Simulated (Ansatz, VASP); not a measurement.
## Ga5N6 in VASP and in Ansatz

The input INCAR:

```
PREC = Accurate
ENCUT = 520
EDIFF = 1E-7
ISMEAR = 0
SIGMA = 0.05
LREAL = F
LASPH = T
NELM = 80
ALGO = Normal
ISIF = 2
LWAVE = F
LCHARG = T
LDIPOL = T
IDIPOL = 3
DIPOL = 0.5 0.5 0.500
GGA = PE
LELF = T
LVHAR = T
LVACPOTAV = T
NBANDS = 58
```

File KPOINTS:

```
regular mesh
0
Gamma
  8 8 1
```

POSCAR

```
Ga5N6
1.0
    3.2162589223      0.0000000000      0.0000000000
    0.0000000000      3.2162589223      0.0000000000
    0.0000000000      0.0000000000     18.3711924699
N Ga
6 5
Direct
    0.0000000000      0.5000000000      0.1905156677
    0.5000000000      0.0000000000      0.3143094006
    0.0000000000      0.5000000000      0.4381031335
    0.5000000000      0.0000000000      0.5618968665
    0.0000000000      0.5000000000      0.6856905994
    0.5000000000      0.0000000000      0.8094843323
    0.5000000000      0.5000000000      0.2524125342
    0.0000000000      0.0000000000      0.3762062671
    0.5000000000      0.5000000000      0.5000000000
    0.0000000000      0.0000000000      0.6237937329
    0.5000000000      0.5000000000      0.7475874658
```

Input for Ansatz:

```yaml
crystal:
  lattice:
    - [3.2162589223, 0.0, 0.0]
    - [0.0, 3.2162589223, 0.0]
    - [0.0, 0.0, 18.3711924699]
  atoms:
    - { symbol: "N", position: [0.0, 0.5, 0.1905156677] }
    - { symbol: Ga, position: [0.5, 0.5, 0.2524125342] }
    - { symbol: "N", position: [0.5, 0.0, 0.3143094006] }
    - { symbol: Ga, position: [0.0, 0.0, 0.3762062671] }
    - { symbol: "N", position: [0.0, 0.5, 0.4381031335] }
    - { symbol: Ga, position: [0.5, 0.5, 0.5] }
    - { symbol: "N", position: [0.5, 0.0, 0.5618968665] }
    - { symbol: Ga, position: [0.0, 0.0, 0.6237937329] }
    - { symbol: "N", position: [0.0, 0.5, 0.6856905994] }
    - { symbol: Ga, position: [0.5, 0.5, 0.7475874658] }
    - { symbol: "N", position: [0.5, 0.0, 0.8094843323] }
basis:
  ecutwfc: 420
kpoints:
  mp_grid: { grid: [8, 8, 1] }
hamiltonian:
  xc: pbe
scf:
  occupations: { method: gaussian, width: 0.05 }
output:
  forces: true
  stress: true
  eigenvalues: true
efield:
  axis: 3
  dipole_correction: true
  ramp_width: 0.04
```

Alike in both runs: task single point; functional PBE; k mesh 8 × 8 × 1; occupations gaussian, width 0.05 eV; no spin polarisation.

|  | VASP | Ansatz |
| --- | --- | --- |
| version | VASP 6.6.1 | Ansatz 0.2.0 |
| potentials or method | VASP PAW PBE potentials, release 64 (N, Ga_d), cutoff 520 eV | scalar-relativistic, plane waves, PAW |
| valence electrons in the cell | 95 | 95 |

|  | VASP | Ansatz | Ansatz less VASP |
| --- | --- | --- | --- |
| gap on the k mesh at the Fermi level (eV) | none | none | - |
| rms of the force components (eV/Å) | 0.553 | 0.552 | -0.0010 |
| work function, face that differs most (eV) | 8.19 | 8.22 | +0.023 |

A gap of «none» marks a metal or a gap that the smearing closes. Ansatz's warnings: vacuum density over bound.
